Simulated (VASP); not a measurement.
# KI2 (F-43m) in VASP: further runs

The runs below take KI2 through single point, relaxation of cell and atoms, with PBE.

Everything below comes from runs of VASP 6.6.1. Logs are shortened: lines on timing, memory, paths and dates and some standing lists are left out, and cuts for length are marked.

**1. The cell of the first run**

The structure is cubic, space group F-43m (No. 216). Conventional cell: a = 8.134 Å, b = 8.134 Å, c = 8.134 Å, α = 90.00°, β = 90.00°, γ = 90.00°. Within 4.6 Å of K (site symmetry -43m) lie 10 I at 3.52 to 4.07 Å. Within 4.6 Å of I (site symmetry -43m) lie 4 I at 3.52 Å and 6 K at 4.07 Å. I (site symmetry -43m) has 4 K at 3.52 Å and 4 I at 3.52 Å within 4.6 Å.

**2. Single point, PBE**

INCAR

```
SYSTEM = KI2
PREC = Accurate ; ENCUT = 520
EDIFF = 1E-6 ; ISMEAR = 0
SIGMA = 0.1 ; LREAL = .False.
LASPH = .True. ; NELM = 60
ALGO = Normal ; ISIF = 2
LWAVE = .False. ; LCHARG = .False.
GGA = PE ; NBANDS = 18
```

KPOINTS

```
Automatic mesh
0
Gamma
  4 4 4
  0 0 0
```

POSCAR

```
KI2
1.0
    0.0000000000      4.0671221000      4.0671221000
    4.0671221000      0.0000000000      4.0671221000
    4.0671221000      4.0671221000      0.0000000000
K I
1 2
Direct
    0.7500000000      0.7500000000      0.7500000000
    0.2500000000      0.2500000000      0.2500000000
    0.5000000000      0.5000000000      0.5000000000
```

Potentials or basis: VASP PAW PBE potentials, release 64 (K_sv, I).

On the command line:

```console
$ cat potpaw_PBE.64/K_sv/POTCAR potpaw_PBE.64/I/POTCAR > POTCAR
$ mpirun -np 1 vasp_std > vasp.out
```

OUTCAR:

```text
SYSTEM = KI2
   PREC = Accurate
   ENCUT = 520
   EDIFF = 1E-6
   ISMEAR = 0
   LREAL = .False.
   LASPH = .True.
   NELM = 60
   ISIF = 2
   GGA = PE

 ion  position               nearest neighbor table
   1  0.750  0.750  0.750-   3 3.52   3 3.52   3 3.52   3 3.52
   2  0.250  0.250  0.250-   3 3.52   3 3.52   3 3.52   3 3.52
   3  0.500  0.500  0.500-   1 3.52   2 3.52   2 3.52   2 3.52   2 3.52   1 3.52   1 3.52   1 3.52

  LATTYP: Found a face centered cubic cell.
 ALAT       =     8.1342442000

  Lattice vectors:

 A1 = (   0.0000000000,   4.0671221000,   4.0671221000)
 A2 = (   4.0671221000,   0.0000000000,   4.0671221000)
 A3 = (   4.0671221000,   4.0671221000,   0.0000000000)

Analysis of symmetry for initial positions (statically):
=====================================================================
 Subroutine PRICEL returns:
 Original cell was already a primitive cell.

 Routine SETGRP: Setting up the symmetry group for a
 face centered cubic supercell.

 Subroutine GETGRP returns: Found 24 space group operations
 (whereof 24 operations were pure point group operations)
 out of a pool of 48 trial point group operations.

The static configuration has the point symmetry T_d .

Analysis of symmetry for dynamics (positions and initial velocities):
=====================================================================
 Subroutine PRICEL returns:
 Original cell was already a primitive cell.

 Routine SETGRP: Setting up the symmetry group for a
 face centered cubic supercell.

 Subroutine GETGRP returns: Found 24 space group operations
 (whereof 24 operations were pure point group operations)
 out of a pool of 48 trial point group operations.

The dynamic configuration has the point symmetry T_d .

 Subroutine INISYM returns: Found 24 space group operations
 (whereof 24 operations are pure point group operations),
 and found     1 'primitive' translations

----------------------------------------------------------------------------------------

                                     Primitive cell

  volume of cell :     134.5525

  direct lattice vectors                    reciprocal lattice vectors
     0.000000000  4.067122100  4.067122100    -0.122937052  0.122937052  0.122937052
     4.067122100  0.000000000  4.067122100     0.122937052 -0.122937052  0.122937052
     4.067122100  4.067122100  0.000000000     0.122937052  0.122937052 -0.122937052

  length of vectors
     5.751779234  5.751779234  5.751779234     0.212933220  0.212933220  0.212933220

  position of ions in fractional coordinates (direct lattice)
     0.750000000  0.750000000  0.750000000
     0.250000000  0.250000000  0.250000000
     0.500000000  0.500000000  0.500000000

  ion indices of the primitive-cell ions
   primitive index   ion index
                 1           1
                 2           2
                 3           3

----------------------------------------------------------------------------------------

 KPOINTS: Automatic mesh

Automatic generation of k-mesh.
 Grid dimensions read from file:
 generate k-points for:    4    4    4

 Generating k-lattice:

  Cartesian coordinates                     Fractional coordinates (reciprocal lattice)
    -0.030734263  0.030734263  0.030734263     0.250000000  0.000000000  0.000000000
     0.030734263 -0.030734263  0.030734263     0.000000000  0.250000000  0.000000000
     0.030734263  0.030734263 -0.030734263     0.000000000  0.000000000  0.250000000

  Length of vectors
     0.053233305  0.053233305  0.053233305

  Shift w.r.t. Gamma in fractional coordinates (k-lattice)
     0.000000000  0.000000000  0.000000000

 Subroutine IBZKPT returns following result:
 ===========================================

 Found      8 irreducible k-points:

 Following reciprocal coordinates:
            Coordinates               Weight
  0.000000  0.000000  0.000000      1.000000
  0.250000  0.000000  0.000000      8.000000
  0.500000  0.000000  0.000000      4.000000
  0.250000  0.250000  0.000000      6.000000
  0.500000  0.250000  0.000000     24.000000
 -0.250000  0.250000  0.000000     12.000000
  0.500000  0.500000  0.000000      3.000000
 -0.250000  0.500000  0.250000      6.000000
   k-points           NKPTS =      8   k-points in BZ     NKDIM =      8   number of bands    NBANDS=     18
   number of dos      NEDOS =    301   number of ions     NIONS =      3
   total plane-waves  NPLWV = 110592
   dimension x,y,z NGX =    48 NGY =   48 NGZ =   48
   dimension x,y,z NGXF=    96 NGYF=   96 NGZF=   96
   ions per type =               1   2
   NGX,Y,Z   is equivalent  to a cutoff of  13.87, 13.87, 13.87 a.u.
   NGXF,Y,Z  is equivalent  to a cutoff of  27.75, 27.75, 27.75 a.u.
 SYSTEM =  KI2
   PREC   = accura    normal or accurate (medium, high low for compatibility)
   ISTART =      0    job   : 0-new  1-cont  2-samecut
   ICHARG =      2    charge: 1-file 2-atom 10-const
   ISPIN  =      1    spin polarized calculation?
[... 36 lines left out ...]
 non-spin polarized calculation
 Gauss-broadening in eV      SIGMA  =   0.10
  energy-cutoff  :      520.00
  volume of cell :      134.55
 maximum number of plane-waves:      3695
 NGX is ok and might be reduce to    48
   NGX = 21   NGY = 21   NGZ = 21

 number of electron      22.9999999 magnetization

 Free energy of the ion-electron system (eV)
  ---------------------------------------------------
  ext. energy  EPLUGINS =         0.00000000
  ---------------------------------------------------
  free energy    TOTEN  =        -5.98060044 eV

  energy without entropy =       -5.93961446  energy(sigma->0) =       -5.96010745

 E-fermi :   1.2095     XC(G=0):  -7.2535

 val. band max:        1.1458647218   @ k =  -0.2500   0.2500   0.0000
 cond. band min:       1.2198425745   @ k =  -0.2500   0.5000   0.2500
 fundamental gap:      0.0739778526
 Fermi energy:         1.2095114463

 k-point     1 :       0.0000    0.0000    0.0000
  band No.  band energies     occupation
      1     -28.5489      2.00000
      2     -12.0389      2.00000
      3     -12.0389      2.00000
      4     -12.0389      2.00000
      5     -11.1552      2.00000
      6      -9.6418      2.00000
[... 10 lines left out ...]
     17       8.2599      0.00000
     18       8.2599      0.00000

 k-point     2 :       0.2500    0.0000    0.0000
  band No.  band energies     occupation
      1     -28.5487      2.00000
      2     -12.0808      2.00000
      3     -12.0399      2.00000
      4     -12.0399      2.00000
      5     -10.9742      2.00000
      6      -9.8260      2.00000
[... 10 lines left out ...]
     17       8.4699      0.00000
     18       8.4702      0.00000

 k-point     3 :       0.5000    0.0000    0.0000
  band No.  band energies     occupation
      1     -28.5486      2.00000
      2     -12.1129      2.00000
      3     -12.0409      2.00000
      4     -12.0409      2.00000
      5     -10.7400      2.00000
      6     -10.0702      2.00000
[... 10 lines left out ...]
     17       8.3354      0.00000
     18       8.3354      0.00000

 k-point     4 :       0.2500    0.2500    0.0000
  band No.  band energies     occupation
      1     -28.5487      2.00000
      2     -12.0839      2.00000
      3     -12.0419      2.00000
      4     -12.0419      2.00000
      5     -10.9163      2.00000
      6      -9.8945      2.00000
[... 10 lines left out ...]
     17       8.2198      0.00000
     18       8.2199      0.00000

 k-point     5 :       0.5000    0.2500    0.0000
  band No.  band energies     occupation
      1     -28.5485      2.00000
      2     -12.1045      2.00000
      3     -12.0472      2.00000
      4     -12.0429      2.00000
      5     -10.6579      2.00000
      6     -10.1706      2.00000
[... 10 lines left out ...]
     17       8.0887      0.00000
     18       8.6729      0.00000

 k-point     6 :      -0.2500    0.2500    0.0000
  band No.  band energies     occupation
      1     -28.5486      2.00000
      2     -12.1011      2.00000
      3     -12.0474      2.00000
      4     -12.0409      2.00000
      5     -10.7570      2.00000
      6     -10.0601      2.00000
[... 10 lines left out ...]
     17       8.1116      0.00000
     18       8.6403      0.00000

 k-point     7 :       0.5000    0.5000    0.0000
  band No.  band energies     occupation
      1     -28.5485      2.00000
      2     -12.1052      2.00000
      3     -12.0448      2.00000
      4     -12.0448      2.00000
      5     -10.4675      2.00000
      6     -10.3804      2.00000
[... 10 lines left out ...]
     17       8.5611      0.00000
     18       8.5612      0.00000

 k-point     8 :      -0.2500    0.5000    0.2500
  band No.  band energies     occupation
      1     -28.5485      2.00000
      2     -12.1029      2.00000
      3     -12.0489      2.00000
      4     -12.0471      2.00000
      5     -10.4677      2.00000
      6     -10.3719      2.00000
[... 10 lines left out ...]
     17       8.2305      0.00000
     18       8.7733      0.00000

------------------------ aborting loop because EDIFF is reached ----------------------------------------

  FORCE on cell =-STRESS in cart. coord.  units (eV):
  Direction    XX          YY          ZZ          XY          YZ          ZX
  --------------------------------------------------------------------------------------
  -------------------------------------------------------------------------------------
  Total        1.6336544      1.6336544      1.6336544     -0.0000000      0.0000000     -0.0000000
  in kB       19.4526666     19.4526666     19.4526666     -0.0000000      0.0000000     -0.0000000
  external PRESSURE =      19.4526666 kB  Pullay stress =       0.0000000 kB

 VOLUME and BASIS-vectors are now :
 -----------------------------------------------------------------------------
  energy-cutoff  :      520.00
  volume of cell :      134.55
      direct lattice vectors                 reciprocal lattice vectors
     0.000000000  4.067122100  4.067122100    -0.122937052  0.122937052  0.122937052
     4.067122100  0.000000000  4.067122100     0.122937052 -0.122937052  0.122937052
     4.067122100  4.067122100  0.000000000     0.122937052  0.122937052 -0.122937052

 POSITION                                       TOTAL-FORCE (eV/Angst)
 -----------------------------------------------------------------------------------
      6.10068      6.10068      6.10068         0.000000     -0.000000     -0.000000
      2.03356      2.03356      2.03356        -0.000000      0.000000     -0.000000
      4.06712      4.06712      4.06712         0.000000      0.000000      0.000000
 -----------------------------------------------------------------------------------
    total drift:                               -0.000000     -0.000000     -0.000000

  FREE ENERGIE OF THE ION-ELECTRON SYSTEM (eV)
  ---------------------------------------------------
  free  energy   TOTEN  =        -5.9806004412 eV

  energy  without entropy=       -5.9396144645  energy(sigma->0) =       -5.96010745
```

It took 23 s on 1 thread of Intel Xeon Platinum 8488C (Sapphire Rapids), shared host; peak memory 0.31 GiB.

What came out:

| Item | Value |
| --- | --- |
| Free energy | -5.9806 eV |
| Pressure | 1.9 GPa |

Caveat: spin-orbit coupling is left out, which moves the levels of the heavy elements; an odd number of electrons without spin polarisation forces a metal; a magnetic or distorted state may lie lower.

**3. Single point, PBE**

This run uses another cell than the first one, of 51.02 Å³/atom, 1.138 times its volume.

INCAR

```
SYSTEM = KI2
ALGO     = Normal         ! electronic algorithm
EDIFF    = 1E-6           ! SCF threshold, eV
ENCUT    = 520            ! plane-wave cutoff, eV
GGA      = PE             ! functional
ISIF     = 2              ! what is computed and relaxed
ISMEAR   = 0              ! smearing method
LASPH    = .True.         ! aspherical terms in the spheres
LCHARG   = .False.        ! write CHGCAR
LREAL    = .False.        ! projectors in reciprocal space
LWAVE    = .False.        ! write WAVECAR
NBANDS   = 18             ! bands
NELM     = 60             ! most SCF steps
PREC     = Accurate       ! precision mode
SIGMA    = 0.1            ! smearing width, eV
```

KPOINTS

```
k-points
0
Gamma
  4 4 4
  0 0 0
```

POSCAR

```
KI2
1.0
    0.0000000000      4.2456182766      4.2456182766
    4.2456182766      0.0000000000      4.2456182766
    4.2456182766      4.2456182766      0.0000000000
K I
1 2
Direct
    0.7500000000      0.7500000000      0.7500000000
    0.2500000000      0.2500000000      0.2500000000
    0.5000000000      0.5000000000      0.5000000000
```

Potentials or basis: VASP PAW PBE potentials, release 64 (K_sv, I).

On the command line:

```console
$ cat potpaw_PBE.64/K_sv/POTCAR potpaw_PBE.64/I/POTCAR > POTCAR
$ mpirun -np 1 vasp_std > vasp.out
```

Wall time 22 s (1 thread of Intel Xeon Platinum 8488C (Sapphire Rapids), shared host); peak memory 0.31 GiB.

It converged, with:

- Free energy: -6.0937 eV
- Pressure: 0.2 GPa

Levels at points of the mesh, in eV from the Fermi level:
| k point | band 10 | band 11 | band 12 | band 13 | band 14 | band 15 |
| --- | --- | --- | --- | --- | --- | --- |
| (0.00, 0.00, 0.00) | -0.71 | -0.71 | -0.71 | 3.28 | 5.42 | 5.42 |
| (0.50, 0.00, 0.00) | -0.33 | -0.33 | -0.25 | 5.19 | 5.29 | 5.95 |
| (0.50, 0.50, 0.00) | -1.27 | 0.12 | 0.12 | 4.69 | 4.86 | 6.53 |

Caveat: spin-orbit coupling is left out, which moves the levels of the heavy elements; an odd number of electrons without spin polarisation forces a metal; a magnetic or distorted state may lie lower.

**4. Relaxation of cell and atoms, PBE**

INCAR

```
SYSTEM = KI2
  PREC = Accurate
  ENCUT = 600
  EDIFF = 1E-7
  ISMEAR = 0
  SIGMA = 0.1
  LREAL = .False.
  LASPH = .True.
  NELM = 60
  ALGO = Normal
  ISIF = 3
  LWAVE = .False.
  LCHARG = .False.
  GGA = PE
  IBRION = 2
  NSW = 90
  EDIFFG = -0.04
```

KPOINTS

```
Automatic mesh
0
Gamma
  4 4 4
  0 0 0
```

POSCAR

```
KI2
1.0
    0.0000000000      4.0671221000      4.0671221000
    4.0671221000      0.0000000000      4.0671221000
    4.0671221000      4.0671221000      0.0000000000
K I
1 2
Direct
    0.7500000000      0.7500000000      0.7500000000
    0.2500000000      0.2500000000      0.2500000000
    0.5000000000      0.5000000000      0.5000000000
```

On the command line:

```console
$ cat potpaw_PBE.64/K_sv/POTCAR potpaw_PBE.64/I/POTCAR > POTCAR
$ mpirun -np 1 vasp_std > vasp.out
```

Wall time 74 s (1 thread of Intel Xeon Platinum 8488C (Sapphire Rapids), shared host); peak memory 0.34 GiB.

It converged, with:

- Free energy: -6.0950 eV
- Relaxed volume: 52.40 Å³/atom
- Relaxed cell: a = 6.058 Å, b = 6.058 Å, c = 6.058 Å, α = 60.00°, β = 60.00°, γ = 60.00°
- Space group after relaxing (to 0.05 Å): F-43m (No. 216)
- Energy gained by relaxing: 38.1 meV/atom
- Ionic steps: 4
- Pressure after relaxing: 0.0 GPa

The path:
```
step  energy change (eV)  largest force (eV/Å)  pressure (GPa)  volume (Å³)
   1              0.0000                0.0000            1.95       134.55
   2             -0.0898                0.0000            0.77       145.46
   3             -0.1070                0.0000           -0.33       163.12
   4             -0.1142                0.0000           -0.05       157.21
```

Final structure:
```yaml
crystal:
  lattice:
    - [0.00000, 4.28369, 4.28369]
    - [4.28369, 0.00000, 4.28369]
    - [4.28369, 4.28369, 0.00000]
  atoms:
    - { symbol: K, position: [0.75000, 0.75000, 0.75000] }
    - { symbol: I, position: [0.25000, 0.25000, 0.25000] }
    - { symbol: I, position: [0.50000, 0.50000, 0.50000] }
```

Levels at points of the mesh, in eV from the Fermi level:
```
           k point  band 8  band 9  band 10  band 11  band 12  band 13  band 14  band 15
(0.00, 0.00, 0.00)   -1.85   -1.85    -0.68    -0.68    -0.68     3.26     5.47     5.47
(0.50, 0.00, 0.00)   -2.10   -2.10    -0.32    -0.32    -0.25     5.18     5.25     5.96
(0.50, 0.50, 0.00)   -2.33   -1.47    -1.22     0.11     0.11     4.73     4.84     6.55
```

Caveat: the volume moved by over 15 % at a fixed basis, so the end points are rough; spin-orbit coupling is left out, which moves the levels of the heavy elements; an odd number of electrons without spin polarisation forces a metal; a magnetic or distorted state may lie lower.

**5. Single point, PBE**

This run uses another cell than the first one, of 52.04 Å³/atom, 1.160 times its volume.

INCAR

```
SYSTEM = KI2
ALGO     = Normal         ! electronic algorithm
EDIFF    = 1E-6           ! SCF threshold, eV
ENCUT    = 520            ! plane-wave cutoff, eV
GGA      = PE             ! functional
ISIF     = 2              ! what is computed and relaxed
ISMEAR   = 0              ! smearing method
LASPH    = .TRUE.         ! aspherical terms in the spheres
LCHARG   = .FALSE.        ! write CHGCAR
LREAL    = .FALSE.        ! projectors in reciprocal space
LWAVE    = .FALSE.        ! write WAVECAR
NBANDS   = 18             ! bands
NELM     = 80             ! most SCF steps
PREC     = Accurate       ! precision mode
SIGMA    = 0.1            ! smearing width, eV
```

KPOINTS

```
k-points
0
G
  10 10 10
  0 0 0
```

POSCAR

```
KI2
1.0
    0.0000000000      4.2738856925      4.2738856925
    4.2738856925      0.0000000000      4.2738856925
    4.2738856925      4.2738856925      0.0000000000
K I
1 2
Direct
    0.2500000000      0.2500000000      0.2500000000
    0.7500000000      0.7500000000      0.7500000000
    0.5000000000      0.5000000000      0.5000000000
```

On the command line:

```console
$ cat potpaw_PBE.64/K_sv/POTCAR potpaw_PBE.64/I/POTCAR > POTCAR
$ mpirun -np 1 vasp_std > vasp.out
```

It took 92 s on 1 thread of Intel Xeon Platinum 8488C (Sapphire Rapids), shared host; peak memory 0.39 GiB.

It converged, with:

```
Free energy : -6.0973 eV
Pressure    : 0.0 GPa
```

Levels at points of the mesh, in eV from the Fermi level:
```
           k point  band 9  band 10  band 11  band 12  band 13  band 14  band 15  band 16
(0.00, 0.00, 0.00)   -1.87    -0.68    -0.68    -0.68     3.27     5.46     5.46     6.96
(0.50, 0.00, 0.00)   -2.13    -0.32    -0.32    -0.25     5.19     5.26     5.96     5.96
(0.50, 0.50, 0.00)   -1.48    -1.23     0.11     0.11     4.72     4.85     6.54     6.62
```

Caveat: spin-orbit coupling is left out, which moves the levels of the heavy elements; an odd number of electrons without spin polarisation forces a metal; a magnetic or distorted state may lie lower.

**6. Overview**

```csv
task,cell,k mesh,cutoff (eV),gap on the mesh (eV),pressure (GPa)
single point,"a = 5.752 Å, angles 60.0°, 3 atoms",4 × 4 × 4,520,none,1.9
single point,"a = 6.004 Å, angles 60.0°, 3 atoms",4 × 4 × 4,520,none,0.2
relaxation of cell and atoms,"relaxed from a = 5.752 Å, angles 60.0°, 3 atoms",4 × 4 × 4,600,none,0.0
single point,"a = 6.044 Å, angles 60.0°, 3 atoms",10 × 10 × 10,520,none,0.0
```

Alike in all rows: level PBE; potentials or basis VASP PAW PBE potentials, release 64 (K_sv, I); no spin polarisation; smearing gaussian 0.1 eV.

Caveats: spin-orbit coupling is left out, which moves the levels of the heavy elements; an odd number of electrons without spin polarisation forces a metal; a magnetic or distorted state may lie lower; the volume moved by over 15 % at a fixed basis, so the end points are rough (some runs).

Absolute energies hang on the potentials; compare differences alone.
